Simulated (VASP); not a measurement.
# TaN (I4/mmm) in VASP: single point with PBEsol

Aim: the single point of TaN with PBEsol.

All numbers are computed with VASP 6.6.1; they aren't measurements. Logs are shortened: lines on timing, memory, paths and dates and some standing lists are left out, and cuts for length are marked.

## 1. The cell of the first run

The structure is tetragonal, space group I4/mmm (No. 139). The conventional cell has a = 3.094 Å, b = 3.094 Å, c = 4.200 Å, α = 90.00°, β = 90.00°, γ = 90.00°. Within 2.8 Å of Ta (site symmetry 4/mmm) lie 6 N at 2.10 to 2.19 Å. Within 2.8 Å of N (site symmetry 4/mmm) lie 6 Ta at 2.10 to 2.19 Å.

## 2. Single point, PBEsol (engineering shear strain xz +0.0000, normal strain along z -0.0400)

INCAR

```
SYSTEM = TaN
  ALGO = Normal
  EDIFF = 1E-6
  ENCUT = 700
  GGA = PS
  GGA_COMPAT = .FALSE.
  ISIF = 2
  ISMEAR = 0
  LASPH = .TRUE.
  LCHARG = .FALSE.
  LREAL = .FALSE.
  LWAVE = .FALSE.
  NBANDS = 16
  NELM = 120
  PREC = Accurate
  SIGMA = 0.15
```

KPOINTS

```
k-points
0
G
  18 18 18
  0 0 0
```

POSCAR

```
TaN
1.0
    0.0000000000      2.1874436400      2.0999458944
    2.1874436400      0.0000000000      2.0999458944
    2.1874436400      2.1874436400      0.0000000000
Ta N
1 1
Direct
    0.5000000000      0.5000000000      0.5000000000
    0.0000000000      0.0000000000      0.0000000000
```

Potentials or basis: VASP PAW PBE potentials, release 64 (Ta_sv_GW, N).

Command:

```bash
$ cat potpaw_PBE.64/Ta_sv_GW/POTCAR potpaw_PBE.64/N/POTCAR > POTCAR
$ mpirun -np 1 vasp_std > vasp.out
```

OUTCAR:

```text
SYSTEM = TaN
   EDIFF = 1E-6
   ENCUT = 700
   GGA = PS
   ISIF = 2
   ISMEAR = 0
   LASPH = .TRUE.
   LREAL = .FALSE.
   NELM = 120
   PREC = Accurate

 ion  position               nearest neighbor table
   1  0.500  0.500  0.500-   2 2.10   2 2.10   2 2.19   2 2.19   2 2.19   2 2.19
   2  0.000  0.000  0.000-   1 2.10   1 2.10   1 2.19   1 2.19   1 2.19   1 2.19

  LATTYP: Found a body centered tetragonal cell.
 ALAT       =     3.0935124626
 C/A-ratio  =     1.3576450199

  Lattice vectors:

 A1 = (   0.0000000000,  -2.1874436400,  -2.0999458944)
 A2 = (   0.0000000000,   2.1874436400,  -2.0999458944)
 A3 = (   2.1874436400,   0.0000000000,   2.0999458944)

Analysis of symmetry for initial positions (statically):
=====================================================================
 Subroutine PRICEL returns:
 Original cell was already a primitive cell.

 Routine SETGRP: Setting up the symmetry group for a
 body centered tetragonal supercell.

 Subroutine GETGRP returns: Found 16 space group operations
 (whereof 16 operations were pure point group operations)
 out of a pool of 16 trial point group operations.

The static configuration has the point symmetry D_4h.

Analysis of symmetry for dynamics (positions and initial velocities):
=====================================================================
 Subroutine PRICEL returns:
 Original cell was already a primitive cell.

 Routine SETGRP: Setting up the symmetry group for a
 body centered tetragonal supercell.

 Subroutine GETGRP returns: Found 16 space group operations
 (whereof 16 operations were pure point group operations)
 out of a pool of 16 trial point group operations.

The dynamic configuration has the point symmetry D_4h.

 Subroutine INISYM returns: Found 16 space group operations
 (whereof 16 operations are pure point group operations),
 and found     1 'primitive' translations

----------------------------------------------------------------------------------------

                                     Primitive cell

  volume of cell :      20.0961

  direct lattice vectors                    reciprocal lattice vectors
     0.000000000  2.187443640  2.099945894    -0.228577318  0.228577318  0.238101373
     2.187443640  0.000000000  2.099945894     0.228577318 -0.228577318  0.238101373
     2.187443640  2.187443640  0.000000000     0.228577318  0.228577318 -0.238101373

  length of vectors
     3.032273477  3.032273477  3.093512463     0.401481561  0.401481561  0.401481561

  position of ions in fractional coordinates (direct lattice)
     0.500000000  0.500000000  0.500000000
     0.000000000  0.000000000  0.000000000

  ion indices of the primitive-cell ions
   primitive index   ion index
                 1           1
                 2           2

----------------------------------------------------------------------------------------

 KPOINTS: k-points

Automatic generation of k-mesh.
 Grid dimensions read from file:
 generate k-points for:   18   18   18

 Generating k-lattice:

  Cartesian coordinates                     Fractional coordinates (reciprocal lattice)
    -0.012698740  0.012698740  0.013227854     0.055555556 -0.000000000  0.000000000
     0.012698740 -0.012698740  0.013227854    -0.000000000  0.055555556  0.000000000
     0.012698740  0.012698740 -0.013227854     0.000000000  0.000000000  0.055555556

  Length of vectors
     0.022304531  0.022304531  0.022304531

  Shift w.r.t. Gamma in fractional coordinates (k-lattice)
     0.000000000  0.000000000  0.000000000

 Subroutine IBZKPT returns following result:
 ===========================================

 Found    480 irreducible k-points:

 Following reciprocal coordinates:
            Coordinates               Weight
  0.000000  0.000000  0.000000      1.000000
  0.055556  0.000000  0.000000      8.000000
  0.111111  0.000000  0.000000      8.000000
  0.166667  0.000000  0.000000      8.000000
  0.222222  0.000000  0.000000      8.000000
  0.277778  0.000000  0.000000      8.000000
[... 16 lines left out ...]
 -0.277778  0.055556  0.000000      8.000000
 -0.222222  0.055556  0.000000      8.000000
 [... further k-points ...]
   k-points           NKPTS =    480   k-points in BZ     NKDIM =    480   number of bands    NBANDS=     16
   number of dos      NEDOS =    301   number of ions     NIONS =      2
   total plane-waves  NPLWV =  21952
   dimension x,y,z NGX =    28 NGY =   28 NGZ =   28
   dimension x,y,z NGXF=    56 NGYF=   56 NGZF=   56
   ions per type =               1   1
   NGX,Y,Z   is equivalent  to a cutoff of  15.35, 15.35, 15.05 a.u.
   NGXF,Y,Z  is equivalent  to a cutoff of  30.70, 30.70, 30.09 a.u.
 SYSTEM =  TaN
   PREC   = accura    normal or accurate (medium, high low for compatibility)
   ISTART =      0    job   : 0-new  1-cont  2-samecut
   ICHARG =      2    charge: 1-file 2-atom 10-const
   ISPIN  =      1    spin polarized calculation?
   LNONCOLLINEAR =      F non collinear calculations
   LSORBIT =      F    spin-orbit coupling
   LASPH  =      T    aspherical Exc in radial PAW
   ENCUT  =  700.0 eV  51.45 Ry    7.17 a.u.   6.54  6.54  6.67*2*pi/ulx,y,z
   NELM   =    120;   NELMIN=  2; NELMDL= -5     # of ELM steps
   EDIFF  = 0.1E-05   stopping-criterion for ELM
   LREAL  =      F    real-space projection
   EDIFFG = 0.1E-04   stopping-criterion for IOM
   NSW    =      0    number of steps for IOM
   IBRION =     -1    ionic relax: 0-MD 1-quasi-New 2-CG
   NFREE  =      0    steps in history (QN), initial steepest desc. (CG)
   ISIF   =      2    stress and relaxation
   ISYM   =      2    0-nonsym 1-usesym 2-fastsym
   POTIM  = 0.5000    time-step for ionic-motion
   TEBEG  =    0.0;   TEEND  =   0.0 temperature during run
   PSTRESS=    0.0 pullay stress
   NELECT =      18.0000    total number of electrons
   NUPDOWN=      -1.0000    fix difference up-down
   EMIN   =  10.00;   EMAX   =-10.00  energy-range for DOS
   EFERMI =   0.00;   METHOD = LEGACY
   ISMEAR =     0;   SIGMA  =   0.15  broadening in eV -4-tet -1-fermi 0-gaus
   EFERMI_NEDOS =   21; number of points for ismear=-14 and -15
   IALGO  =     38    algorithm
   IMIX   =      4    mixing-type and parameters
     AMIX     =   0.40;   BMIX     =  1.00
     AMIX_MAG =   1.60;   BMIX_MAG =  1.00
  volume/ion in A,a.u.               =      10.05        67.81
  Fermi-wavevector in a.u.,A,eV,Ry     =   1.578078  2.982134 33.882986  2.490329
  Thomas-Fermi vector in A             =   2.678663
   LORBIT       =      0    0 simple, 1 ext, 2 COOP (PROOUT), +10 PAW based schemes
   GGA     = PS    functional components
   LHFCALC =     F    Hartree Fock is set to
   AEXX    =    0.0000 exact exchange contribution
   IVDW    =     0    specifies the selected vdW correction
   LEPSILON=     F    determine dielectric tensor
   LRPA    =     F    only Hartree local field effects (RPA)
 non-spin polarized calculation
 Gauss-broadening in eV      SIGMA  =   0.15
  energy-cutoff  :      700.00
  volume of cell :       20.10
 maximum number of plane-waves:       868
 NGX is ok and might be reduce to    28
   NGX = 13   NGY = 13   NGZ = 13

 number of electron      17.9999999 magnetization

 Free energy of the ion-electron system (eV)
  ---------------------------------------------------
  ext. energy  EPLUGINS =         0.00000000
  ---------------------------------------------------
  free energy    TOTEN  =       -25.66697361 eV

  energy without entropy =      -25.65852697  energy(sigma->0) =      -25.66275029

 E-fermi :  14.5341     XC(G=0): -14.2895

 val. band max:       14.5321424102   @ k =  -0.3333   0.2778   0.0556
 cond. band min:      14.5365466331   @ k =   0.0000   0.0000   0.0000
 fundamental gap:      0.0044042229
 Fermi energy:        14.5341085328

 k-point     1 :       0.0000    0.0000    0.0000
  band No.  band energies     occupation
      1     -54.8646      2.00000
      2     -21.0322      2.00000
      3     -21.0322      2.00000
      4     -21.0298      2.00000
      5      -4.7284      2.00000
      6      10.4989      2.00000
[... 8 lines left out ...]
     15      23.6933      0.00000
     16      38.9306      0.00000

 k-point     2 :       0.0556    0.0000    0.0000
  band No.  band energies     occupation
      1     -54.8624      2.00000
      2     -21.0668      2.00000
      3     -21.0363      2.00000
      4     -21.0327      2.00000
      5      -4.6432      2.00000
      6      10.0890      2.00000
[... 8 lines left out ...]
     15      23.9434      0.00000
     16      37.9447      0.00000

 k-point     3 :       0.1111    0.0000    0.0000
  band No.  band energies     occupation
      1     -54.8560      2.00000
      2     -21.1675      2.00000
      3     -21.0479      2.00000
      4     -21.0386      2.00000
      5      -4.3955      2.00000
      6       9.1902      2.00000
[... 8 lines left out ...]
     15      24.6515      0.00000
     16      36.0350      0.00000

 k-point     4 :       0.1667    0.0000    0.0000
  band No.  band energies     occupation
      1     -54.8460      2.00000
      2     -21.3181      2.00000
      3     -21.0657      2.00000
      4     -21.0475      2.00000
      5      -4.0072      2.00000
      6       8.1447      2.00000
[... 8 lines left out ...]
     15      25.6830      0.00000
     16      34.1026      0.00000

 k-point     5 :       0.2222    0.0000    0.0000
  band No.  band energies     occupation
      1     -54.8338      2.00000
      2     -21.4975      2.00000
      3     -21.0873      2.00000
      4     -21.0584      2.00000
      5      -3.5112      2.00000
      6       7.0830      2.00000
[... 8 lines left out ...]
     15      26.7463      0.00000
     16      32.5902      0.00000

 k-point     6 :       0.2778    0.0000    0.0000
  band No.  band energies     occupation
      1     -54.8208      2.00000
      2     -21.6823      2.00000
      3     -21.1102      2.00000
      4     -21.0699      2.00000
      5      -2.9484      2.00000
      6       6.0704      2.00000
[... 8 lines left out ...]
     15      27.2706      0.00000
     16      31.7700      0.00000

 k-point     7 :       0.3333    0.0000    0.0000
  band No.  band energies     occupation
      1     -54.8085      2.00000
      2     -21.8507      2.00000
      3     -21.1316      2.00000
      4     -21.0806      2.00000
      5      -2.3679      2.00000
      6       5.1556      2.00000
[... 8 lines left out ...]
     15      27.1054      0.00000
     16      29.9025      0.00000

 k-point     8 :       0.3889    0.0000    0.0000
  band No.  band energies     occupation
      1     -54.7985      2.00000
      2     -21.9846      2.00000
      3     -21.1489      2.00000
      4     -21.0893      2.00000
      5      -1.8333      2.00000
      6       4.3927      2.00000
[... 8 lines left out ...]
     15      26.9565      0.00000
     16      28.2736      0.00000

 k-point     9 :       0.4444    0.0000    0.0000
  band No.  band energies     occupation
      1     -54.7920      2.00000
      2     -22.0703      2.00000
      3     -21.1601      2.00000
      4     -21.0949      2.00000
      5      -1.4348      2.00000
      6       3.8620      2.00000
[... 8 lines left out ...]
     15      27.0325      0.00000
     16      27.0787      0.00000
[... 172 lines left out ...]
 k-point    19 :       0.5000    0.0556    0.0000
  band No.  band energies     occupation
      1     -54.7887      2.00000
      2     -22.0862      2.00000
      3     -21.1722      2.00000
      4     -21.1177      2.00000
      5      -1.3640      2.00000
      6       3.7855      2.00000
[... 8 lines left out ...]
     15      26.7802      0.00000
     16      26.7872      0.00000

 k-point    20 :      -0.4444    0.0556    0.0000
  band No.  band energies     occupation
      1     -54.7897      2.00000
      2     -22.0722      2.00000
      3     -21.1643      2.00000
      4     -21.1243      2.00000
      5      -1.4432      2.00000
      6       3.8675      2.00000
[... 8 lines left out ...]
     15      26.5574      0.00000
     16      27.1083      0.00000

 k-point    21 :      -0.3889    0.0556    0.0000
  band No.  band energies     occupation
      1     -54.7951      2.00000
      2     -22.0019      2.00000
      3     -21.1494      2.00000
      4     -21.1261      2.00000
      5      -1.7700      2.00000
      6       4.2747      2.00000
[... 8 lines left out ...]
     15      26.5707      0.00000
     16      28.2415      0.00000

 k-point    22 :      -0.3333    0.0556    0.0000
  band No.  band energies     occupation
      1     -54.8041      2.00000
      2     -21.8821      2.00000
      3     -21.1290      2.00000
      4     -21.1230      2.00000
      5      -2.2517      2.00000
      6       4.9199      2.00000
[... 8 lines left out ...]
     15      26.7907      0.00000
     16      29.3460      0.00000

 k-point    23 :      -0.2778    0.0556    0.0000
  band No.  band energies     occupation
      1     -54.8158      2.00000
      2     -21.7248      2.00000
      3     -21.1153      2.00000
      4     -21.1056      2.00000
      5      -2.7996      2.00000
      6       5.7238      2.00000
[... 8 lines left out ...]
     15      27.2120      0.00000
     16      30.2096      0.00000

 k-point    24 :      -0.2222    0.0556    0.0000
  band No.  band energies     occupation
      1     -54.8286      2.00000
      2     -21.5469      2.00000
      3     -21.1035      2.00000
      4     -21.0820      2.00000
      5      -3.3475      2.00000
      6       6.6314      2.00000
[... 8 lines left out ...]
     15      27.1109      0.00000
     16      30.9236      0.00000

 [... further k-points ...]

------------------------ aborting loop because EDIFF is reached ----------------------------------------

  FORCE on cell =-STRESS in cart. coord.  units (eV):
  Direction    XX          YY          ZZ          XY          YZ          ZX
  --------------------------------------------------------------------------------------
  -------------------------------------------------------------------------------------
  Total        0.8098085      0.8098085      5.1292645      0.0000000     -0.0000000     -0.0000000
  in kB       64.5626091     64.5626091    408.9345765      0.0000000     -0.0000000     -0.0000000
  external PRESSURE =     179.3532649 kB  Pullay stress =       0.0000000 kB

 VOLUME and BASIS-vectors are now :
 -----------------------------------------------------------------------------
  energy-cutoff  :      700.00
  volume of cell :       20.10
      direct lattice vectors                 reciprocal lattice vectors
     0.000000000  2.187443640  2.099945894    -0.228577318  0.228577318  0.238101373
     2.187443640  0.000000000  2.099945894     0.228577318 -0.228577318  0.238101373
     2.187443640  2.187443640  0.000000000     0.228577318  0.228577318 -0.238101373

 POSITION                                       TOTAL-FORCE (eV/Angst)
 -----------------------------------------------------------------------------------
      2.18744      2.18744      2.09995         0.000000      0.000000     -0.000000
      0.00000      0.00000      0.00000         0.000000      0.000000      0.000000
 -----------------------------------------------------------------------------------
    total drift:                                0.000000      0.000000      0.000000

  FREE ENERGIE OF THE ION-ELECTRON SYSTEM (eV)
  ---------------------------------------------------
  free  energy   TOTEN  =       -25.6669736143 eV

  energy  without entropy=      -25.6585269734  energy(sigma->0) =      -25.66275029
```

Wall time 3.6 min (1 thread of AMD EPYC 7R43 (Zen 3), shared host); peak memory 0.34 GiB.

What came out:

| Quantity | Value |
| --- | --- |
| Free energy | -25.6670 eV |
| Pressure | 17.9 GPa |
| Band gap on the k mesh | zero (bands 9 and 10 overlap by 4.33 eV) |

Levels at points of the mesh, in eV from the Fermi level:
```csv
k point,band 5,band 6,band 7,band 8,band 9,band 10,band 11,band 12,band 13,band 14
"(0.00, 0.00, 0.00)",-19.26,-4.04,-4.04,-3.79,-2.45,-2.45,-1.92,-0.26,0.00,2.42
"(0.50, 0.00, 0.00)",-15.82,-10.87,-8.04,-8.02,1.88,2.28,2.30,3.94,7.64,8.58
"(0.50, 0.50, 0.00)",-17.98,-6.38,-5.94,-4.88,-4.88,2.33,3.90,3.90,5.26,7.67
"(0.50, 0.00, 0.50)",-18.01,-6.88,-5.85,-4.77,-4.53,2.16,3.62,4.17,5.26,7.39
```

Caveat: the cell differs from its parent crystal (engineering shear strain xz +0.0000, normal strain along z -0.0400); the stress differs along the axes, from 6 to 41 GPa; the PAW data sets were made with another functional, which shifts forces and pressure a little; spin-orbit coupling is left out, which moves the levels of the heavy elements.
